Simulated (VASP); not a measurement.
Input of a VASP 6.6.1 run:

File INCAR:

```
SYSTEM = SbMo
PREC = Accurate
ENCUT = 520
EDIFF = 1E-7
ISMEAR = 0
SIGMA = 0.1
LREAL = .False.
LASPH = .True.
NELM = 100
ALGO = Normal
ISIF = 2
LWAVE = .False.
LCHARG = .False.
GGA = PE
NBANDS = 48
```

KPOINTS

```
regular mesh
0
Gamma
  4 4 4
  0 0 0
```

The input POSCAR:

```
SbMo
1.0
    5.3237656335      0.0000000000      0.0000000000
    0.0000000000      5.3237656335      0.0000000000
    0.0000000000      0.0000000000      5.3237656335
Sb Mo
4 4
Direct
    0.1588645121      0.1588645121      0.1588645121
    0.3411354879      0.8411354879      0.6588645121
    0.6588645121      0.3411354879      0.8411354879
    0.8411354879      0.6588645121      0.3411354879
    0.8651177546      0.8651177546      0.8651177546
    0.6348822454      0.1348822454      0.3651177546
    0.3651177546      0.6348822454      0.1348822454
    0.1348822454      0.3651177546      0.6348822454
```

Potentials or basis: VASP PAW PBE potentials, release 64 (Sb, Mo_sv).

Launch:

```bash
$ cat potpaw_PBE.64/Sb/POTCAR potpaw_PBE.64/Mo_sv/POTCAR > POTCAR
$ mpirun -np 1 vasp_std > vasp.out
```

Task: What does it give for the largest force?

Result: 0.014 eV/Å.

Task: What does it give for the pressure?

Result: -0.1 GPa.

Forces on the atoms (eV/Å):
```
Sb  -0.002 -0.002 -0.002
Sb   0.002  0.002 -0.002
Sb  -0.002  0.002  0.002
Sb   0.002 -0.002  0.002
Mo   0.008  0.008  0.008
Mo  -0.008 -0.008  0.008
Mo   0.008 -0.008 -0.008
Mo  -0.008  0.008 -0.008
```
